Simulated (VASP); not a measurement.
# K (P4/mmm) in VASP: a series of runs

The runs below take K through single point, with PBEsol.

All numbers are computed with VASP 6.6.1; they aren't measurements. Logs are shortened: lines on timing, memory, paths and dates and some standing lists are left out, and cuts for length are marked.

## 1. The cell of the first run

It takes space group P4/mmm (No. 123, tetragonal). The conventional cell has a = 4.310 Å, b = 4.310 Å, c = 3.879 Å, α = 90.00°, β = 90.00°, γ = 90.00°. Within 5.1 Å of K (site symmetry 4/mmm) lie 6 K at 3.88 to 4.31 Å.

## 2. Single point, PBEsol (strain -0.1000 x Voigt [1, 0, 0, 0, 0, 0])

Input file INCAR:

```
PREC = Accurate
ENCUT = 520
EDIFF = 1E-6
ISMEAR = 0
SIGMA = 0.15
LREAL = F
LASPH = T
NELM = 100
ALGO = Fast
ISIF = 2
LWAVE = F
LCHARG = T
GGA = PS
LELF = T
LVHAR = T
NBANDS = 10
```

Input file KPOINTS:

```
regular mesh
0
Gamma
  12 12 12
```

Input file POSCAR:

```
K
1.0
    3.8793955410      0.0000000000      0.0000000000
    0.0000000000      4.3104394900      0.0000000000
    0.0000000000      0.0000000000      4.3104394900
K
1
Direct
    0.0000000000      0.0000000000      0.0000000000
```

Potentials or basis: VASP PAW PBE potentials, release 64 (K_sv).

Launch:

```console
> cat potpaw_PBE.64/K_sv/POTCAR > POTCAR
> mpirun -np 1 vasp_std > vasp.out
```

OUTCAR:

```text
PREC = Accurate
   ENCUT = 520
   EDIFF = 1E-6
   ISMEAR = 0
   LREAL = F
   LASPH = T
   NELM = 100
   ISIF = 2
   GGA = PS

 ion  position               nearest neighbor table
   1  0.000  0.000  0.000-

  LATTYP: Found a simple tetragonal cell.
 ALAT       =     4.3104394900
 C/A-ratio  =     0.9000000000

  Lattice vectors:

 A1 = (   0.0000000000,   4.3104394900,   0.0000000000)
 A2 = (   0.0000000000,   0.0000000000,   4.3104394900)
 A3 = (   3.8793955410,   0.0000000000,   0.0000000000)

Analysis of symmetry for initial positions (statically):
=====================================================================
 Subroutine PRICEL returns:
 Original cell was already a primitive cell.

 Routine SETGRP: Setting up the symmetry group for a
 simple tetragonal supercell.

 Subroutine GETGRP returns: Found 16 space group operations
 (whereof 16 operations were pure point group operations)
 out of a pool of 16 trial point group operations.

The static configuration has the point symmetry D_4h.

Analysis of symmetry for dynamics (positions and initial velocities):
=====================================================================
 Subroutine PRICEL returns:
 Original cell was already a primitive cell.

 Routine SETGRP: Setting up the symmetry group for a
 simple tetragonal supercell.

 Subroutine GETGRP returns: Found 16 space group operations
 (whereof 16 operations were pure point group operations)
 out of a pool of 16 trial point group operations.

The dynamic configuration has the point symmetry D_4h.

 Subroutine INISYM returns: Found 16 space group operations
 (whereof 16 operations are pure point group operations),
 and found     1 'primitive' translations

----------------------------------------------------------------------------------------

                                     Primitive cell

  volume of cell :      72.0787

  direct lattice vectors                    reciprocal lattice vectors
     3.879395541  0.000000000  0.000000000     0.257772117  0.000000000  0.000000000
     0.000000000  4.310439490  0.000000000     0.000000000  0.231994905  0.000000000
     0.000000000  0.000000000  4.310439490     0.000000000  0.000000000  0.231994905

  length of vectors
     3.879395541  4.310439490  4.310439490     0.257772117  0.231994905  0.231994905

  position of ions in fractional coordinates (direct lattice)
     0.000000000  0.000000000  0.000000000

  ion indices of the primitive-cell ions
   primitive index   ion index
[... 79 lines left out ...]
   ISIF   =      2    stress and relaxation
   ISYM   =      2    0-nonsym 1-usesym 2-fastsym
   POTIM  = 0.5000    time-step for ionic-motion
   TEBEG  =    0.0;   TEEND  =   0.0 temperature during run
   PSTRESS=    0.0 pullay stress
   NELECT =       9.0000    total number of electrons
   NUPDOWN=      -1.0000    fix difference up-down
   EMIN   =  10.00;   EMAX   =-10.00  energy-range for DOS
   EFERMI =   0.00;   METHOD = LEGACY
   ISMEAR =     0;   SIGMA  =   0.15  broadening in eV -4-tet -1-fermi 0-gaus
   EFERMI_NEDOS =   21; number of points for ismear=-14 and -15
   IALGO  =     68    algorithm
   IMIX   =      4    mixing-type and parameters
     AMIX     =   0.40;   BMIX     =  1.00
     AMIX_MAG =   1.60;   BMIX_MAG =  1.00
  volume/ion in A,a.u.               =      72.08       486.41
  Fermi-wavevector in a.u.,A,eV,Ry     =   0.818251  1.546270  9.109575  0.669535
  Thomas-Fermi vector in A             =   1.928844
   LORBIT       =      0    0 simple, 1 ext, 2 COOP (PROOUT), +10 PAW based schemes
   GGA     = PS    functional components
   LHFCALC =     F    Hartree Fock is set to
   AEXX    =    0.0000 exact exchange contribution
   IVDW    =     0    specifies the selected vdW correction
   LEPSILON=     F    determine dielectric tensor
   LRPA    =     F    only Hartree local field effects (RPA)
 non-spin polarized calculation
 RMM-DIIS sequential band-by-band and
 Gauss-broadening in eV      SIGMA  =   0.15
  energy-cutoff  :      520.00
  volume of cell :       72.08
 maximum number of plane-waves:      1976
 NGX is ok and might be reduce to    30
   NGX = 15   NGY = 17   NGZ = 17

 number of electron       9.0000001 magnetization

 Free energy of the ion-electron system (eV)
  ---------------------------------------------------
  ext. energy  EPLUGINS =         0.00000000
  ---------------------------------------------------
  free energy    TOTEN  =        -1.00827180 eV

  energy without entropy =       -0.99927800  energy(sigma->0) =       -1.00377490

 E-fermi :  -0.0884     XC(G=0):  -5.7395

 val. band max:       -0.1043164785   @ k =   0.2500   0.4167   0.0833
 cond. band min:      -0.0703157081   @ k =   0.3333   0.2500   0.2500
 fundamental gap:      0.0340007703
 Fermi energy:        -0.0883848583

 k-point     1 :       0.0000    0.0000    0.0000
  band No.  band energies     occupation
      1     -32.2831      2.00000
      2     -15.7781      2.00000
      3     -15.7781      2.00000
      4     -15.7434      2.00000
      5      -2.2886      2.00000
      6       2.6311      0.00000
      7       2.8676      0.00000
      8       6.0185      0.00000
      9       6.0973      0.00000
     10       6.0984      0.00000
[... 287 lines left out ...]
 k-point    24 :       0.1667    0.2500    0.0000
  band No.  band energies     occupation
      1     -32.2770      2.00000
      2     -15.8155      2.00000
      3     -15.7958      2.00000
      4     -15.7690      2.00000
      5      -1.4098      2.00000
      6       2.0448      0.00000
      7       3.0849      0.00000
      8       4.6503      0.00000
      9       4.9484      0.00000
     10       5.7707      0.00000

 [... further k-points ...]

------------------------ aborting loop because EDIFF is reached ----------------------------------------

  FORCE on cell =-STRESS in cart. coord.  units (eV):
  Direction    XX          YY          ZZ          XY          YZ          ZX
  --------------------------------------------------------------------------------------
  -------------------------------------------------------------------------------------
  Total        0.4844174     -0.0889379     -0.0889379      0.0000000      0.0000000     -0.0000000
  in kB       10.7677060     -1.9769259     -1.9769259      0.0000000      0.0000000     -0.0000000
  external PRESSURE =       2.2712847 kB  Pullay stress =       0.0000000 kB

 VOLUME and BASIS-vectors are now :
 -----------------------------------------------------------------------------
  energy-cutoff  :      520.00
  volume of cell :       72.08
      direct lattice vectors                 reciprocal lattice vectors
     3.879395541  0.000000000  0.000000000     0.257772117  0.000000000  0.000000000
     0.000000000  4.310439490  0.000000000     0.000000000  0.231994905  0.000000000
     0.000000000  0.000000000  4.310439490     0.000000000  0.000000000  0.231994905

 POSITION                                       TOTAL-FORCE (eV/Angst)
 -----------------------------------------------------------------------------------
      0.00000      0.00000      0.00000         0.000000      0.000000      0.000000
 -----------------------------------------------------------------------------------
    total drift:                                0.000000     -0.000000      0.000000

  FREE ENERGIE OF THE ION-ELECTRON SYSTEM (eV)
  ---------------------------------------------------
  free  energy   TOTEN  =        -1.0082718041 eV

  energy  without entropy=       -0.9992779966  energy(sigma->0) =       -1.00377490
```

OSZICAR:

```text
N       E                     dE             d eps       ncg     rms          rms(c)
DAV:   1     0.462035291805E+02    0.46204E+02   -0.35856E+03  3920   0.689E+02
DAV:   2     0.683143728396E+00   -0.45520E+02   -0.44855E+02  4214   0.191E+02
DAV:   3    -0.952534217332E+00   -0.16357E+01   -0.16282E+01  5968   0.289E+01
DAV:   4    -0.101233301576E+01   -0.59799E-01   -0.59597E-01  5402   0.473E+00
DAV:   5    -0.101402796695E+01   -0.16950E-02   -0.16946E-02  5974   0.557E-01    0.196E+00
RMM:   6    -0.101000275336E+01    0.40252E-02   -0.33254E-03  5269   0.431E-01    0.132E+00
RMM:   7    -0.100822368969E+01    0.17791E-02   -0.81531E-03  5343   0.557E-01    0.115E-01
RMM:   8    -0.100823108702E+01   -0.73973E-05   -0.15713E-03  5718   0.369E-01    0.489E-02
RMM:   9    -0.100826750403E+01   -0.36417E-04   -0.25247E-04  6232   0.949E-02    0.276E-02
RMM:  10    -0.100826898917E+01   -0.14851E-05   -0.83589E-05  6336   0.568E-02    0.108E-02
RMM:  11    -0.100827106364E+01   -0.20745E-05   -0.18300E-05  6493   0.226E-02    0.112E-02
RMM:  12    -0.100827180411E+01   -0.74047E-06   -0.60831E-06  5730   0.122E-02
   1 F= -.10082718E+01 E0= -.10037749E+01  d E =-.899381E-02
```

stdout:

```text
POSCAR found type information on POSCAR K
 POSCAR found :  1 types and       1 ions
 scaLAPACK will be used
 -----------------------------------------------------------------------------
|                                                                             |
|                                                                             |
|     You enforced a specific xc type in the INCAR file but a different       |
|     I HOPE YOU KNOW WHAT YOU ARE DOING!                                     |
|                                                                             |
 -----------------------------------------------------------------------------

 LDA part: xc-table for (Slater+PW92), standard interpolation
 POSCAR, INCAR and KPOINTS ok, starting setup
 FFT: planning ... GRIDC
 FFT: planning ... GRID_SOFT
 FFT: planning ... GRID
 WAVECAR not read
 entering main loop
WARNING in EDDRMM: call to ZHEGV failed, returncode =   6  3      7
WARNING in EDDRMM: call to ZHEGV failed, returncode =   8  4      6
```

Run time: 40 s. Hardware: 1 thread of Intel Xeon 6975P-C (Granite Rapids), shared host; peak memory 0.26 GiB.

What came out:

- Free energy: -1.0083 eV
- Pressure: 0.2 GPa

Caveat: the cell differs from its parent crystal (strain -0.1000 x Voigt [1, 0, 0, 0, 0, 0]); the PAW data sets were made with another functional, which shifts forces and pressure a little.

## 3. Single point, PBEsol (strain -0.0750 x Voigt [1, 0, 0, 0, 0, 0])

Input file INCAR:

```
PREC = Accurate
ENCUT = 520
EDIFF = 1E-6
ISMEAR = 0
SIGMA = 0.15
LREAL = False
LASPH = True
NELM = 100
ALGO = Fast
ISIF = 2
LWAVE = False
LCHARG = True
GGA = PS
LELF = True
LVHAR = True
NBANDS = 10
```

KPOINTS is that of step 2.

Changes to POSCAR since step 2:

```diff
@@ -2,3 +2,3 @@
 1.0
-    3.8793955410      0.0000000000      0.0000000000
+    3.9871565282      0.0000000000      0.0000000000
     0.0000000000      4.3104394900      0.0000000000
```

Potentials or basis: VASP PAW PBE potentials, release 64 (K_sv).

Launch:

```console
> cat potpaw_PBE.64/K_sv/POTCAR > POTCAR
> mpirun -np 1 vasp_std > vasp.out
```

Wall time 40 s (1 thread of Intel Xeon 6975P-C (Granite Rapids), shared host); peak memory 0.26 GiB.

The run converged. Its results:

| Item | Value |
| --- | --- |
| Free energy | -1.0193 eV |
| Pressure | 0.1 GPa |

Stress tensor (GPa, compression positive):
```
 0.69  0.00  0.00
 0.00 -0.19  0.00
 0.00  0.00 -0.19
```

Levels at points of the mesh, in eV from the Fermi level:
```csv
k point,band 2,band 3,band 4,band 5,band 6,band 7
"(0.00, 0.00, 0.00)",-15.69,-15.69,-15.67,-2.16,2.77,2.95
"(0.50, 0.00, 0.00)",-15.84,-15.67,-15.67,0.24,0.37,3.62
"(0.00, 0.50, 0.00)",-15.77,-15.68,-15.66,-0.17,0.09,3.44
"(0.50, 0.50, 0.00)",-15.83,-15.75,-15.66,1.11,2.30,2.35
"(0.00, 0.50, 0.50)",-15.76,-15.76,-15.65,1.04,1.92,2.04
"(0.50, 0.50, 0.50)",-15.82,-15.74,-15.74,2.17,2.17,2.51
```

Caveat: the cell differs from its parent crystal (strain -0.0750 x Voigt [1, 0, 0, 0, 0, 0]); the PAW data sets were made with another functional, which shifts forces and pressure a little.

(Continued in part 2 of 2.)
